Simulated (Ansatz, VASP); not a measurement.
## V in VASP and in Ansatz

The input INCAR:

```
SYSTEM = V
  PREC = Accurate
  ENCUT = 600
  EDIFF = 1E-7
  ISMEAR = -1
  SIGMA = 0.05
  LREAL = .False.
  LASPH = .True.
  NELM = 150
  ALGO = Normal
  ISIF = 3
  LWAVE = .False.
  LCHARG = .False.
  ISPIN = 2
  MAGMOM = 2
  LORBIT = 11
  LMAXMIX = 4
  GGA = PS
  IBRION = 2
  NSW = 80
  EDIFFG = -0.02
```

File KPOINTS:

```
Automatic mesh
0
Gamma
  12 12 12
  0 0 0
```

Contents of POSCAR:

```
V
1.0
   -1.5143500000      1.5143500000      1.5143500000
    1.5143500000     -1.5143500000      1.5143500000
    1.5143500000      1.5143500000     -1.5143500000
V
1
Direct
    0.0000000000      0.0000000000      0.0000000000
```

File input.yaml:

```yaml
crystal:
  lattice:
    - [-1.51435, 1.51435, 1.51435]
    - [1.51435, -1.51435, 1.51435]
    - [1.51435, 1.51435, -1.51435]
  atoms:
    - { symbol: V, position: [0.0, 0.0, 0.0], spin: 2.0 }
kpoints:
  mp_grid: { grid: [12, 12, 12] }
scf:
  occupations: { method: fermi_dirac, width: 0.05 }
hamiltonian:
  xc: pbesol
  pseudopotentials: { kind: all_electron, lapw: { basis_error: 0.001 } }
magnetization:
  spin_polarized: true
output:
  forces: true
  stress: true
relax:
  f_tol: 0.02
  max_steps: 60
  cell: {}
```

Alike in both runs: task relaxation of cell and atoms; functional PBEsol; k mesh 12 × 12 × 12; occupations fermi-dirac, width 0.05 eV; collinear spin.

|  | VASP | Ansatz |
| --- | --- | --- |
| version | VASP 6.6.1 | Ansatz 0.2.0 |
| potentials or method | VASP PAW PBE potentials, release 64 (V_sv), cutoff 600 eV | all-electron LAPW, scalar-relativistic |

|  | VASP | Ansatz | Ansatz less VASP |
| --- | --- | --- | --- |
| net moment per atom (μB) | 0.00 | 0.00 | 0.000 |
| relaxed volume (Å³/atom) | 12.96 | 12.94 | -0.024 |
| relaxed cell length with the largest relative difference (Å) | 2.563 | 2.561 | -0.0016 |

VASP's potentials were made for PBE, not for PBEsol. Ansatz ran all-electron here, and VASP with PAW potentials.
